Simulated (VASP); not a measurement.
## Pt: relaxation of cell and atoms with PBEsol

The system is Pt.

```xyz
2
Lattice="2.7607 0.0000 0.0000 -1.3803 2.3908 0.0000 0.0000 0.0000 4.7921" Properties=species:S:1:pos:R:3 pbc="T T T"
Pt    0.0000    1.5939    1.1980
Pt    1.3803    0.7969    3.5941
```

This isn't the form of Pt at room conditions, which is fcc.

```
Program                : VASP 6.6.1
Task                   : relaxation of cell and atoms
Functional             : PBEsol
Potentials or basis    : VASP PAW PBE potentials, release 64 (Pt)
Cutoff                 : 600 eV
k mesh                 : 11 × 11 × 6
Occupations            : fermi-dirac, width 0.05 eV
Spin                   : no spin polarisation
Dipole correction      : no
Further INCAR settings : ALGO = Fast; EDIFF = 1e-06; IBRION = 2; EDIFFG = -0.01; NSW = 60; ISIF = 3
```

```
Relaxed volume                        : 15.12 Å³/atom
Relaxed cell                          : a = 2.732 Å, b = 2.732 Å, c = 4.680 Å, α = 90.00°, β = 90.00°, γ = 120.00°
Space group after relaxing (to 0.1 Å) : P6_3/mmc (No. 194)
Energy gained by relaxing             : 25.4 meV/atom
Ionic steps                           : 9
Pressure after relaxing               : 0.0 GPa
Band gap on the k mesh                : zero (bands 10 and 11 overlap by 1.26 eV)
```

Step by step:
| step | energy change (eV) | largest force (eV/Å) | pressure (GPa) | volume (Å³) |
| --- | --- | --- | --- | --- |
| 1 | 0.0000 | 0.0000 | -10.89 | 31.63 |
| 2 | 0.3593 | 0.0000 | 44.77 | 26.96 |
| 3 | -0.0486 | 0.0000 | -0.54 | 30.33 |
| 4 | -0.0487 | 0.0000 | 0.02 | 30.28 |
| 5 | -0.0487 | 0.0000 | 0.27 | 30.25 |
| 6 | -0.0507 | 0.0000 | 0.26 | 30.22 |
| 7 | -0.0507 | 0.0000 | 0.29 | 30.22 |
| 8 | -0.0506 | 0.0000 | -0.67 | 30.32 |
| 9 | -0.0507 | 0.0000 | 0.01 | 30.25 |

Final structure:
```cif
data_structure
_symmetry_space_group_name_H-M 'P 1'
_symmetry_Int_Tables_number 1
_cell_length_a 2.7317
_cell_length_b 2.7317
_cell_length_c 4.6803
_cell_angle_alpha 90.000
_cell_angle_beta 90.000
_cell_angle_gamma 120.000
_cell_volume 30.25
loop_
_atom_site_label
_atom_site_type_symbol
_atom_site_fract_x
_atom_site_fract_y
_atom_site_fract_z
_atom_site_occupancy
Pt1 Pt 0.33333 0.66667 0.25000 1
Pt2 Pt 0.66667 0.33333 0.75000 1
```

Levels at points of the mesh, in eV from the Fermi level:
```
           k point  band 7  band 8  band 9  band 10  band 11  band 12  band 13  band 14
(0.00, 0.00, 0.00)   -3.25   -2.02   -2.02    -0.89    -0.24    -0.24     5.10    14.95
(0.00, 0.00, 0.50)   -3.67   -3.67   -0.86    -0.86    -0.86    -0.86    12.44    12.44
```

Run time: 91 s on 1 thread of Intel(R) Xeon(R) Platinum 8488C (Sapphire Rapids), on a shared host, peak memory 0.18 GiB.

Caveat: the PAW data sets were made with another functional, which shifts forces and pressure a little; spin-orbit coupling is left out, which moves the levels of the heavy elements.
